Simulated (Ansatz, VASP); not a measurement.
# As: VASP beside Ansatz

File POSCAR:

```
As
1.0
    4.8073432907      0.0000000000      0.0000000000
    0.0000000000      3.6338988400      0.0000000000
    0.0000000000      0.0000000000     28.2703730404
As
4
Direct
    0.0760355692      0.0000000000      0.3777315134
    0.4239644308      0.5000000000      0.3777315134
    0.5760355692      0.5000000000      0.2943501734
    0.9239644308      0.0000000000      0.2943501734
```

File INCAR.step1:

```
SYSTEM = As
  PREC = Accurate
  ENCUT = 440
  EDIFF = 1E-5
  ISMEAR = 0
  SIGMA = 0.01
  LREAL = .FALSE.
  LASPH = .TRUE.
  NELM = 120
  ALGO = Normal
  ISIF = 2
  LWAVE = .TRUE.
  LCHARG = .FALSE.
  LDIPOL = .TRUE.
  IDIPOL = 3
  DIPOL = 0.5 0.5 0.336
  GGA = PE
  NBANDS = 18
  GGA_COMPAT = .FALSE.
  NELMDL = -8
```

INCAR.step2

```
SYSTEM = As
  PREC = Accurate
  ENCUT = 440
  EDIFF = 1E-6
  ISMEAR = 0
  SIGMA = 0.01
  LREAL = .FALSE.
  LASPH = .TRUE.
  NELM = 120
  ALGO = Normal
  ISIF = 2
  LWAVE = .FALSE.
  LCHARG = .FALSE.
  LDIPOL = .TRUE.
  IDIPOL = 3
  DIPOL = 0.5 0.5 0.336
  METAGGA = R2SCAN
  LHFCALC = .TRUE.
  AEXX = 0.1
  LMIXTAU = .TRUE.
  PRECFOCK = Normal
  ISTART = 1
  NBANDS = 18
  GGA_COMPAT = .FALSE.
```

The input KPOINTS:

```
regular mesh
0
G
  4 6 1
  0 0 0
```

Input for Ansatz:

```yaml
crystal:
  lattice:
    - [4.8073432907, 0.0, 0.0]
    - [0.0, 3.63389884, 0.0]
    - [0.0, 0.0, 28.2703730404]
  atoms:
    - { symbol: As, position: [0.0760355692, 0.0, 0.3777315134] }
    - { symbol: As, position: [0.4239644308, 0.5, 0.3777315134] }
    - { symbol: As, position: [0.5760355692, 0.5, 0.2943501734] }
    - { symbol: As, position: [0.9239644308, 0.0, 0.2943501734] }
  periodic: [true, true, false]
kpoints:
  mp_grid: { grid: [4, 6, 1] }
  band_path:
    path: [[0.0, 0.0, 0.0], [0.5, 0.0, 0.0], [0.5, 0.5, 0.0], [0.0, 0.5, 0.0]]
    npoints: 1
hamiltonian:
  xc: r2scanh
scf:
  occupations: { method: fixed }
  n_extra_bands: 5
output:
  forces: true
  stress: true
  eigenvalues: true
  write_density: true
  write_potential: true
  elf: true
  volumetric_format: npy
```

Alike in both runs: task single point; functional r2SCANh; k mesh 4 × 6 × 1; no spin polarisation.

```csv
,VASP,Ansatz
version,VASP 6.6.1,Ansatz 0.2.0
potentials or method,"VASP PAW PBE potentials, release 64 (As)","plane waves, PAW"
plane-wave cutoff (eV),440,500
occupations,"gaussian, width 0.01 eV",fixed
valence electrons in the cell,20,60
```

|  | VASP | Ansatz | Ansatz less VASP |
| --- | --- | --- | --- |
| gap on the k mesh at the Fermi level (eV) | 1.60 | 1.60 | -0.004 |
| rms of the force components (eV/Å) | 0.057 | 0.061 | +0.0043 |

VASP's potentials were made for PBE, not for r2SCANh. Atom by atom the forces differ by 0.006 eV/Å (rms over components). VASP's potentials hold 20 valence electrons a cell and Ansatz's 60, so a difference there can come from the potentials and not from the codes. Ansatz's warnings: stress exchange threshold loose, stress scf threshold loose, xc potential rough in thin density.
